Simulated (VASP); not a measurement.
Write the native input for VASP 6.6.1 that does the following.

```
Task                   : single point
Functional             : LDA
Potentials or basis    : VASP PAW LDA potentials, release 64 (Ba_sv, Ti_sv, O)
Cutoff                 : 520 eV
k mesh                 : 9 × 9 × 9
Occupations            : fermi-dirac, width 0.05 eV
Spin                   : no spin polarisation
Dipole correction      : no
Further INCAR settings : ALGO = Normal; EDIFF = 1e-06; NBANDS = 28
```

The structure of BaTiO3 lies in POSCAR:

```
BaTiO3
1.0
    2.8276681575      1.6325549719      2.2945542919
   -2.8276681575      1.6325549719      2.2945542919
    0.0000000000     -3.2651099438      2.2945542919
Ba Ti O
1 1 3
Direct
    0.0000000000      0.0000000000      0.0000000000
    0.5140000000      0.5140000000      0.5140000000
    0.4916000000      0.4916000000      0.9815000000
    0.4916000000      0.9815000000      0.4916000000
    0.9815000000      0.4916000000      0.4916000000
```

This cell differs from its parent crystal: zz strain of -1 %.

These files were run (other wordings do the same):

INCAR

```
PREC     = Accurate       # precision mode
ENCUT    = 520            # plane-wave cutoff, eV
EDIFF    = 1E-6           # SCF threshold, eV
ISMEAR   = -1             # smearing method
SIGMA    = 0.05           # smearing width, eV
LREAL    = False          # projectors in reciprocal space
LASPH    = True           # aspherical terms in the spheres
NELM     = 80             # most SCF steps
ALGO     = Normal         # electronic algorithm
ISIF     = 2              # what is computed and relaxed
LWAVE    = False          # write WAVECAR
LCHARG   = False          # write CHGCAR
GGA      = CA             # functional
NBANDS   = 28             # bands
```

KPOINTS

```
regular mesh
0
Gamma
  9 9 9
```

Potentials or basis: VASP PAW LDA potentials, release 64 (Ba_sv, Ti_sv, O).

Command:

```sh
$ cat potpaw_LDA.64/Ba_sv/POTCAR potpaw_LDA.64/Ti_sv/POTCAR potpaw_LDA.64/O/POTCAR > POTCAR
$ mpirun -np 1 vasp_std > vasp.out
```

It gave:

* Pressure: -2.2 GPa
* Largest force: 0.152 eV/Å
* Band gap on the k mesh: 2.32 eV, indirect (least direct gap 2.69 eV)

Caveat: the cell differs from its parent crystal (zz strain of -1 %); spin-orbit coupling is left out, which moves the levels of the heavy elements.

Wall time 120 s on 1 thread of AMD EPYC 7R13 Processor (Zen 3), on a shared host, peak memory 0.23 GiB.
